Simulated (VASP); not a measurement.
Set up this calculation in VASP 6.6.1, as the native input.

```
Task                   : relaxation of cell and atoms
Functional             : PBE
Potentials or basis    : VASP PAW PBE potentials, release 64 (Si, Mo_sv)
Cutoff                 : 600 eV
k mesh                 : 4 × 4 × 4
Occupations            : gaussian, width 0.1 eV
Spin                   : no spin polarisation
Dipole correction      : no
Further INCAR settings : ALGO = Normal; EDIFF = 1e-06; IBRION = 2; EDIFFG = -0.04; NSW = 90; ISIF = 3
```

The structure of Si3Mo lies in POSCAR:

```
Si3Mo
1.0
    5.0452987400      0.0000000000      0.0000000000
    0.0000000000      5.0452987400      0.0000000000
    0.0000000000      0.0000000000      5.0452987400
Si Mo
6 2
Direct
    0.2500000000      0.0000000000      0.5000000000
    0.5000000000      0.7500000000      0.0000000000
    0.7500000000      0.0000000000      0.5000000000
    0.5000000000      0.2500000000      0.0000000000
    0.0000000000      0.5000000000      0.7500000000
    0.0000000000      0.5000000000      0.2500000000
    0.0000000000      0.0000000000      0.0000000000
    0.5000000000      0.5000000000      0.5000000000
```

The cell was built from a structure type or drawn by symmetry, and may not be a known phase.

These files were run (other wordings do the same):

INCAR

```
  ALGO = Normal
  EDIFF = 1E-6
  EDIFFG = -0.04
  ENCUT = 600
  GGA = PE
  IBRION = 2
  ISIF = 3
  ISMEAR = 0
  LASPH = T
  LCHARG = F
  LREAL = F
  LWAVE = F
  NELM = 80
  NSW = 90
  PREC = Accurate
  SIGMA = 0.1
```

KPOINTS

```
k-points
0
Gamma
  4 4 4
```

Potentials or basis: VASP PAW PBE potentials, release 64 (Si, Mo_sv).

The run is started by

```bash
$ cat potpaw_PBE.64/Si/POTCAR potpaw_PBE.64/Mo_sv/POTCAR > POTCAR
$ mpirun -np 1 vasp_std > vasp.out
```

It gave:

```
Relaxed volume                        : 13.99 Å³/atom
Relaxed cell                          : a = 4.819 Å, b = 4.819 Å, c = 4.819 Å, α = 90.00°, β = 90.00°, γ = 90.00°
Space group after relaxing (to 0.1 Å) : Pm-3n (No. 223)
Energy gained by relaxing             : 125.9 meV/atom
Ionic steps                           : 3
Pressure after relaxing               : -0.4 GPa
Band gap on the k mesh                : zero (bands 26 and 27 overlap by 0.63 eV)
```

Run time: 56 s on 1 thread of Intel(R) Xeon(R) 6975P-C (Granite Rapids) (shared host), peak memory 0.26 GiB.
